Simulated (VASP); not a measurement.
# Na2PS (P6/mmm) in VASP: a series of runs, part 3 of 3

VASP 6.6.1.

## (5) Relaxation of cell and atoms, PBE

Input file INCAR:

```
ALGO     = Fast           # electronic algorithm
EDIFF    = 1E-6           # SCF threshold, eV
EDIFFG   = -0.01          # ionic threshold
ENCUT    = 600            # plane-wave cutoff, eV
GGA      = PE             # functional
IBRION   = 2              # ionic algorithm
ISIF     = 3              # what is computed and relaxed
ISMEAR   = 0              # smearing method
LASPH    = T              # aspherical terms in the spheres
LCHARG   = F              # write CHGCAR
LREAL    = F              # projectors in reciprocal space
LWAVE    = F              # write WAVECAR
NELM     = 60             # most SCF steps
NSW      = 100            # ionic steps
PREC     = Accurate       # precision mode
SIGMA    = 0.1            # smearing width, eV
```

Input file KPOINTS:

```
k-points
0
Gamma
  18 18 6
```

Input file POSCAR:

```
Na2PS
1.0
    3.2069259424      0.0000000000      0.0000000000
   -1.6034629712      2.7772793342      0.0000000000
    0.0000000000      0.0000000000     10.4249222816
Na P S
2 1 1
Direct
    0.0000000000      0.0000000000      0.7446610324
    0.0000000000      0.0000000000      0.2553389676
    0.0000000000      0.0000000000      0.0000000000
    0.0000000000      0.0000000000      0.5000000000
```

Potentials or basis: VASP PAW PBE potentials, release 64 (Na_pv, P, S).

Command:

```bash
$ cat potpaw_PBE.64/Na_pv/POTCAR potpaw_PBE.64/P/POTCAR potpaw_PBE.64/S/POTCAR > POTCAR
$ mpirun -np 1 vasp_std > vasp.out
```

OUTCAR:

```text
EDIFF = 1E-6
   EDIFFG = -0.01
   ENCUT = 600
   GGA = PE
   IBRION = 2
   ISIF = 3
   ISMEAR = 0
   LASPH = T
   LREAL = F
   NELM = 60
   NSW = 100
   PREC = Accurate

 ion  position               nearest neighbor table
   1  0.000  0.000  0.745-   4 2.55   3 2.66
   2  0.000  0.000  0.255-   4 2.55   3 2.66
   3  0.000  0.000  0.000-   1 2.66   2 2.66
   4  0.000  0.000  0.500-   1 2.55   2 2.55

  LATTYP: Found a hexagonal cell.
 ALAT       =     3.2069259424
 C/A-ratio  =     3.2507524242

  Lattice vectors:

 A1 = (   3.2069259424,   0.0000000000,   0.0000000000)
 A2 = (  -1.6034629712,   2.7772793342,   0.0000000000)
 A3 = (   0.0000000000,   0.0000000000,  10.4249222816)

Analysis of symmetry for initial positions (statically):
=====================================================================
 Subroutine PRICEL returns:
 Original cell was already a primitive cell.

 Routine SETGRP: Setting up the symmetry group for a
 hexagonal supercell.

 Subroutine GETGRP returns: Found 24 space group operations
 (whereof 24 operations were pure point group operations)
 out of a pool of 24 trial point group operations.

The static configuration has the point symmetry D_6h.

Analysis of symmetry for dynamics (positions and initial velocities):
=====================================================================
 Subroutine PRICEL returns:
 Original cell was already a primitive cell.

 Routine SETGRP: Setting up the symmetry group for a
 hexagonal supercell.

 Subroutine GETGRP returns: Found 24 space group operations
 (whereof 24 operations were pure point group operations)
 out of a pool of 24 trial point group operations.

The dynamic configuration has the point symmetry D_6h.

 Subroutine INISYM returns: Found 24 space group operations
 (whereof 24 operations are pure point group operations),
 and found     1 'primitive' translations

----------------------------------------------------------------------------------------

                                     Primitive cell

  volume of cell :      92.8499

  direct lattice vectors                    reciprocal lattice vectors
     3.206925942  0.000000000  0.000000000     0.311825099  0.180032305  0.000000000
    -1.603462971  2.777279334  0.000000000     0.000000000  0.360064610  0.000000000
     0.000000000  0.000000000 10.424922282     0.000000000  0.000000000  0.095923977

  length of vectors
     3.206925942  3.206925942 10.424922282     0.360064610  0.360064610  0.095923977

  position of ions in fractional coordinates (direct lattice)
     0.000000000  0.000000000  0.744661032
     0.000000000  0.000000000  0.255338968
     0.000000000  0.000000000  0.000000000
     0.000000000  0.000000000  0.500000000

  ion indices of the primitive-cell ions
   primitive index   ion index
                 1           1
                 2           2
                 3           3
                 4           4

[... 65 lines left out ...]
   ISPIN  =      1    spin polarized calculation?
   LNONCOLLINEAR =      F non collinear calculations
   LSORBIT =      F    spin-orbit coupling
   LASPH  =      T    aspherical Exc in radial PAW
   ENCUT  =  600.0 eV  44.10 Ry    6.64 a.u.   6.41  6.41 20.82*2*pi/ulx,y,z
   NELM   =     60;   NELMIN=  2; NELMDL= -5     # of ELM steps
   EDIFF  = 0.1E-05   stopping-criterion for ELM
   LREAL  =      F    real-space projection
   EDIFFG = -.1E-01   stopping-criterion for IOM
   NSW    =    100    number of steps for IOM
   IBRION =      2    ionic relax: 0-MD 1-quasi-New 2-CG
   NFREE  =      1    steps in history (QN), initial steepest desc. (CG)
   ISIF   =      3    stress and relaxation
   ISYM   =      2    0-nonsym 1-usesym 2-fastsym
   POTIM  = 0.5000    time-step for ionic-motion
   TEBEG  =    0.0;   TEEND  =   0.0 temperature during run
   PSTRESS=    0.0 pullay stress
   NELECT =      25.0000    total number of electrons
   NUPDOWN=      -1.0000    fix difference up-down
   EMIN   =  10.00;   EMAX   =-10.00  energy-range for DOS
   EFERMI =   0.00;   METHOD = LEGACY
   ISMEAR =     0;   SIGMA  =   0.10  broadening in eV -4-tet -1-fermi 0-gaus
   EFERMI_NEDOS =   21; number of points for ismear=-14 and -15
   IALGO  =     68    algorithm
   IMIX   =      4    mixing-type and parameters
     AMIX     =   0.40;   BMIX     =  1.00
     AMIX_MAG =   1.60;   BMIX_MAG =  1.00
  volume/ion in A,a.u.               =      23.21       156.65
  Fermi-wavevector in a.u.,A,eV,Ry     =   1.057128  1.997683 15.204788  1.117520
  Thomas-Fermi vector in A             =   2.192390
   LORBIT       =      0    0 simple, 1 ext, 2 COOP (PROOUT), +10 PAW based schemes
   GGA     = PE    functional components
   LHFCALC =     F    Hartree Fock is set to
   AEXX    =    0.0000 exact exchange contribution
   IVDW    =     0    specifies the selected vdW correction
   LEPSILON=     F    determine dielectric tensor
   LRPA    =     F    only Hartree local field effects (RPA)
 conjugate gradient relaxation of ions
 non-spin polarized calculation
 RMM-DIIS sequential band-by-band and
 Gauss-broadening in eV      SIGMA  =   0.10
  energy-cutoff  :      600.00
  volume of cell :       92.85
 maximum number of plane-waves:      3134
 NGX is ok and might be reduce to    28
   NGX = 13   NGY = 13   NGZ = 41

--------------------------------------- Ionic step        1  -------------------------------------------

 number of electron      24.9999987 magnetization

 Free energy of the ion-electron system (eV)
  ---------------------------------------------------
  ext. energy  EPLUGINS =         0.00000000
  ---------------------------------------------------
  free energy    TOTEN  =       -10.90909255 eV

  energy without entropy =      -10.89641977  energy(sigma->0) =      -10.90275616

------------------------ aborting loop because EDIFF is reached ----------------------------------------

  FORCE on cell =-STRESS in cart. coord.  units (eV):
  Direction    XX          YY          ZZ          XY          YZ          ZX
  --------------------------------------------------------------------------------------
  -------------------------------------------------------------------------------------
  Total       -0.3163356     -0.3163356      0.3836040      0.0000000     -0.0000000      0.0000000
  in kB       -5.4585500     -5.4585500      6.6193048      0.0000000     -0.0000000      0.0000000
  external PRESSURE =      -1.4325984 kB  Pullay stress =       0.0000000 kB
[... 95 lines left out ...]
  FREE ENERGIE OF THE ION-ELECTRON SYSTEM (eV)
  ---------------------------------------------------
  free  energy   TOTEN  =       -10.9119741372 eV

  energy  without entropy=      -10.8994914878  energy(sigma->0) =      -10.90573281

[... ionic steps 4 to 9 ...]

--------------------------------------- Ionic step       10  -------------------------------------------

 number of electron      24.9999989 magnetization

------------------------ aborting loop because EDIFF is reached ----------------------------------------
[... 71 lines left out ...]
--------------------------------------- Ionic step       12  -------------------------------------------

 number of electron      24.9999989 magnetization

 Free energy of the ion-electron system (eV)
  ---------------------------------------------------
  ext. energy  EPLUGINS =         0.00000000
  ---------------------------------------------------
  free energy    TOTEN  =       -10.91345299 eV

  energy without entropy =      -10.90102597  energy(sigma->0) =      -10.90723948

 E-fermi :   2.7702     XC(G=0):  -8.4634

 val. band max:        2.7523167067   @ k =   0.1667   0.1111   0.1667
 cond. band min:       2.7799291985   @ k =   0.1667   0.1111   0.3333
 fundamental gap:      0.0276124918
 Fermi energy:         2.7702382498

 k-point     1 :       0.0000    0.0000    0.0000
  band No.  band energies     occupation
      1     -21.9370      2.00000
      2     -21.9370      2.00000
      3     -21.9370      2.00000
      4     -21.9370      2.00000
      5     -21.8238      2.00000
      6     -21.8199      2.00000
[... 433 lines left out ...]
      3     -21.9757      2.00000
      4     -21.9757      2.00000
      5     -21.8009      2.00000
      6     -21.7981      2.00000
[... 8 lines left out ...]
     15       5.1225      0.00000
     16       6.2474      0.00000

 [... further k-points ...]

------------------------ aborting loop because EDIFF is reached ----------------------------------------

  FORCE on cell =-STRESS in cart. coord.  units (eV):
  Direction    XX          YY          ZZ          XY          YZ          ZX
  --------------------------------------------------------------------------------------
  -------------------------------------------------------------------------------------
  Total       -0.0079360     -0.0079360      0.0116689      0.0000000      0.0000000      0.0000000
  in kB       -0.1394972     -0.1394972      0.2051129      0.0000000      0.0000000      0.0000000
  external PRESSURE =      -0.0246271 kB  Pullay stress =       0.0000000 kB
[... 19 lines left out ...]
  FREE ENERGIE OF THE ION-ELECTRON SYSTEM (eV)
  ---------------------------------------------------
  free  energy   TOTEN  =       -10.9134529878 eV

  energy  without entropy=      -10.9010259704  energy(sigma->0) =      -10.90723948

 reached required accuracy - stopping structural energy minimisation
```

It took 51 min on 1 thread of Oxide Virtual Turin-like, shared host; peak memory 0.41 GiB.

Results:

* Free energy: -10.9135 eV
* Relaxed volume: 22.79 Å³/atom
* Relaxed cell: a = 3.173 Å, b = 3.173 Å, c = 10.457 Å, α = 90.00°, β = 90.00°, γ = 120.00°
* Space group after relaxing (to 0.1 Å): P6/mmm (No. 191)
* Energy gained by relaxing: 1.1 meV/atom
* Ionic steps: 12
* Pressure after relaxing: 0.0 GPa
* Largest force after relaxing: 0.005 eV/Å
* Band gap on the k mesh: zero (an odd number of electrons rules out a gap without spin polarisation)

Forces in eV/Å, atoms in the order of the input:
```
Na   0.000  0.000  0.005
Na   0.000  0.000 -0.005
P    0.000  0.000  0.000
S    0.000  0.000  0.000
```

The path:
```tsv
step	energy change (eV)	largest force (eV/Å)	pressure (GPa)	volume (Å³)
1	0.0000	0.0228	-0.14	92.85
2	-0.0027	0.0128	-0.32	92.57
3	-0.0029	0.0119	-0.38	92.47
4	-0.0041	0.0095	-0.08	91.57
5	-0.0042	0.0099	-0.13	91.43
6	-0.0043	0.0069	-0.08	91.16
7	-0.0042	0.0068	0.09	90.63
8	-0.0043	0.0123	0.03	90.94
9	-0.0043	0.0114	0.01	91.02
10	-0.0043	0.0117	-0.01	91.11
11	-0.0043	0.0114	-0.03	91.13
12	-0.0044	0.0054	0.00	91.15
```

Final structure:
```yaml
crystal:
  lattice:
    - [3.17251, 0.00000, 0.00000]
    - [-1.58626, 2.74748, 0.00000]
    - [0.00000, 0.00000, 10.45707]
  atoms:
    - { symbol: Na, position: [0.00000, 0.00000, 0.74501] }
    - { symbol: Na, position: [0.00000, 0.00000, 0.25499] }
    - { symbol: P, position: [0.00000, 0.00000, 0.00000] }
    - { symbol: S, position: [0.00000, 0.00000, 0.50000] }
```

Caveat: an odd number of electrons without spin polarisation forces a metal; a magnetic or distorted state may lie lower.

## (6) Summary

| task | cell | k mesh | cutoff (eV) | gap on the mesh (eV) | pressure (GPa) | largest force (eV/Å) |
| --- | --- | --- | --- | --- | --- | --- |
| single point | a = 3.207, b = 3.207, c = 10.425 Å, angles 90.0, 90.0, 120.0°, 4 atoms, atomic positions A | 6 × 6 × 4 | 520 | none | 0.1 | - |
| single point | a = 5.672, b = 5.672, c = 4.949 Å, angles 90.0, 90.0, 120.0°, 4 atoms, atomic positions B | 6 × 6 × 4 | 520 | none | 114.7 | 17.27 |
| single point | a = 3.171, b = 3.171, c = 10.449 Å, angles 90.0, 90.0, 120.0°, 4 atoms, atomic positions C | 18 × 18 × 6 | 520 | none | 0.1 | - |
| relaxation of cell and atoms | relaxed from a = 3.207, b = 3.207, c = 10.425 Å, angles 90.0, 90.0, 120.0°, 4 atoms, atomic positions A | 18 × 18 × 6 | 600 | none | 0.0 | 0.01 |

Alike in all rows: level PBE; potentials or basis VASP PAW PBE potentials, release 64 (Na_pv, P, S); no spin polarisation; smearing gaussian 0.1 eV.

Caveats: some runs use coarse meshes; an odd number of electrons without spin polarisation forces a metal; a magnetic or distorted state may lie lower; atoms lie so close that the PAW spheres overlap strongly, which falsifies energies and pressures (at least some runs); the stress differs along the axes, from -0 to 345 GPa (at least some runs).

Total energies depend on the potentials used, so only differences within one code and one set of settings carry meaning.

The gap in the log of VASP goes by the Fermi energy; the results here count the filled bands.